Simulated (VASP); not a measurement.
# HfAl3O4: single point with PBE

Crystal: HfAl3O4.

```
Hf Al O
1.0
    -2.79858    2.79858    2.79858
     2.79858   -2.79858    2.79858
     2.79858    2.79858   -2.79858
Hf Al O
1 3 4
Direct
  0.00000 0.00000 0.00000
  0.00000 0.50000 0.50000
  0.50000 0.00000 0.50000
  0.50000 0.50000 0.00000
  0.50000 0.50000 0.50000
  0.00000 0.00000 0.50000
  0.00000 0.50000 0.00000
  0.50000 0.00000 0.00000
```

- Program: VASP 6.6.1
- Task: single point
- Functional: PBE
- Potentials or basis: VASP PAW PBE potentials, release 64 (Hf_pv, Al, O)
- Cutoff: 520 eV
- k mesh: 4 × 4 × 4
- Occupations: gaussian, width 0.1 eV
- Spin: no spin polarisation

```yaml
Pressure: -0.8 GPa
```

Levels at points of the mesh, in eV from the Fermi level:
| k point | band 19 | band 20 | band 21 | band 22 | band 23 | band 24 | band 25 | band 26 |
| --- | --- | --- | --- | --- | --- | --- | --- | --- |
| (0.00, 0.00, 0.00) | -3.59 | -3.59 | -3.26 | -3.26 | 1.99 | 1.99 | 2.11 | 2.11 |
| (0.50, 0.00, 0.00) | -3.82 | -0.34 | -0.16 | -0.07 | 0.01 | 0.29 | 2.57 | 2.62 |
| (0.50, 0.50, 0.50) | -3.74 | 0.36 | 0.36 | 0.36 | 1.13 | 1.13 | 2.56 | 2.56 |

Wall time 17 s on 1 thread of Intel(R) Xeon(R) Platinum 8559C (Emerald Rapids) (shared host), peak memory 0.21 GiB.

Caveat: the k points lie up to 0.40 Å⁻¹ apart; spin-orbit coupling is left out, which moves the levels of the heavy elements; an odd number of electrons without spin polarisation forces a metal; a magnetic or distorted state may lie lower.
